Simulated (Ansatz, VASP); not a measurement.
**Two plane-wave programs on ZrS**

INCAR

```
  ALGO = Normal
  EDIFF = 1E-6
  ENCUT = 520
  ISIF = 2
  ISMEAR = 0
  LASPH = True
  LCHARG = False
  LREAL = False
  LWAVE = False
  NBANDS = 16
  NELM = 100
  PREC = Accurate
  SIGMA = 0.15
```

The input KPOINTS:

```
k-points
0
Gamma
  16 16 16
```

Contents of POSCAR:

```
ZrS
1.0
    0.0000000000      2.8875000000      2.6250000000
    2.6250000000      0.0000000000      2.6250000000
    2.6250000000      2.8875000000      0.0000000000
Zr S
1 1
Direct
    0.0000000000      0.0000000000      0.0000000000
    0.5000000000      0.5000000000      0.5000000000
```

Input for Ansatz:

```yaml
crystal:
  lattice:
    - [0.0, 2.8875, 2.625]
    - [2.625, 0.0, 2.625]
    - [2.625, 2.8875, 0.0]
  atoms:
    - { symbol: Zr, position: [0.0, 0.0, 0.0] }
    - { symbol: S, position: [0.5, 0.5, 0.5] }
basis:
  ecutwfc: 420
kpoints:
  mp_grid: { grid: [16, 16, 16] }
hamiltonian:
  xc: lda
scf:
  occupations: { method: gaussian, width: 0.15 }
output:
  forces: true
  stress: true
  eigenvalues: true
```

Change from the starting cell: strain +0.1000 x Voigt [0, 1, 0, 0, 0, 0], atoms carried along.

Alike in both runs: task single point; functional LDA; k mesh 16 × 16 × 16; occupations gaussian, width 0.15 eV; no spin polarisation.

|  | VASP | Ansatz |
| --- | --- | --- |
| version | VASP 6.6.1 | Ansatz 0.2.0 |
| potentials or method | VASP PAW LDA potentials, release 64 (Zr_sv, S), cutoff 520 eV | scalar-relativistic, plane waves, PAW |
| valence electrons in the cell | 18 | 18 |

|  | VASP | Ansatz | Ansatz less VASP |
| --- | --- | --- | --- |
| gap on the k mesh at the Fermi level (eV) | none | none | - |
| pressure (GPa) | -15.2 | -15.3 | -0.16 |
| traceless stress, the component that is largest in VASP (GPa) | -5.86 | -5.75 | +0.111 |

LDA's correlation is that of Perdew and Zunger in VASP and of Perdew and Wang (1992) in Ansatz. A gap of «none» marks a metal or a gap that the smearing closes.
